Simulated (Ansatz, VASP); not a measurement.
Re in VASP and in Ansatz

File INCAR:

```
SYSTEM = Re
PREC = Accurate ; ENCUT = 520
EDIFF = 1E-8 ; ISMEAR = -1
SIGMA = 0.03 ; LREAL = .False.
LASPH = .True. ; NELM = 80
ALGO = Normal ; ISIF = 2
LWAVE = .False. ; LCHARG = .False.
GGA = CA ; LEFG = .True.
NBANDS = 10
```

KPOINTS

```
Automatic mesh
0
Gamma
  14 14 14
  0 0 0
```

The input POSCAR:

```
Re
1.0
    0.0000000000      1.9350255327      1.9350255327
    1.9350255327      0.0000000000      1.9350255327
    1.9350255327      1.9350255327      0.0000000000
Re
1
Direct
    0.0000000000      0.0000000000      0.0000000000
```

Input for Ansatz:

```yaml
crystal:
  lattice:
    - [0.0, 1.9350255327, 1.9350255327]
    - [1.9350255327, 0.0, 1.9350255327]
    - [1.9350255327, 1.9350255327, 0.0]
  atoms:
    - { symbol: Re, position: [0.0, 0.0, 0.0] }
kpoints:
  mp_grid: { grid: [14, 14, 14] }
scf:
  occupations: { method: fermi_dirac, width: 0.03 }
hamiltonian:
  xc: lda
  pseudopotentials: { kind: paw }
output:
  forces: true
  stress: true
  eigenvalues: true
  efg: { contact_densities: true }
```

Change from the starting cell: volume scaled by 0.9405, PAW files.

Alike in both runs: task electric field gradients; functional LDA; k mesh 14 × 14 × 14; occupations fermi-dirac, width 0.03 eV; no spin polarisation.

```csv
,VASP,Ansatz
version,VASP 6.6.1,Ansatz 0.2.0
potentials or method,"VASP PAW LDA potentials, release 64 (Re)","PAW with Ansatz's default frozen-core files, scalar-relativistic"
plane-wave cutoff (eV),520,420
valence electrons in the cell,7,15
```

Ansatz gave:

```
pressure (GPa) : -3.3
```

Question: Estimate VASP's values.

Answer: Pressure (GPa): -1.9.

LDA's correlation is that of Perdew and Zunger in VASP and of Perdew and Wang (1992) in Ansatz. VASP's potentials hold 7 valence electrons a cell and Ansatz's 15, so a difference there can come from the potentials and not from the codes.

Neither program's run includes spin-orbit coupling.
